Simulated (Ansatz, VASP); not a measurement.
P in VASP and in Ansatz

```
P
1.0
     1.72573    0.99635    3.12968
    -1.72573    0.99635    3.12968
     0.00000   -1.99270    3.12968
P
2
Direct
  0.22708 0.22708 0.22708
  0.77292 0.77292 0.77292
```

Alike in both runs: task electric field gradients; functional r2SCAN; k mesh 14 × 14 × 14; occupations fermi-dirac, width 0.05 eV; no spin polarisation.

|  | VASP | Ansatz |
| --- | --- | --- |
| version | VASP 6.6.1 | Ansatz 0.2.0 |
| potentials or method | VASP PAW PBE potentials, release 64 (P) | PAW with Ansatz's default frozen-core files, scalar-relativistic |
| plane-wave cutoff (eV) | 520 | 500 |
| valence electrons in the cell | 10 | 10 |

```tsv
	VASP	Ansatz	Ansatz less VASP
pressure (GPa)	0.0	0.6	+0.57
traceless stress, the component that is largest in VASP (GPa)	-0.46	-0.61	-0.155
rms of the force components (eV/Å)	0.004	0.046	+0.0419
size of Vzz on the site where it differs most (V/Å²)	31.6	32.5	+0.90
```

VASP's potentials were made for PBE, not for r2SCAN. Atom by atom the forces differ by 0.051 eV/Å (rms over components). The functional is the same, so the differences come from potentials, cutoffs and numerics.
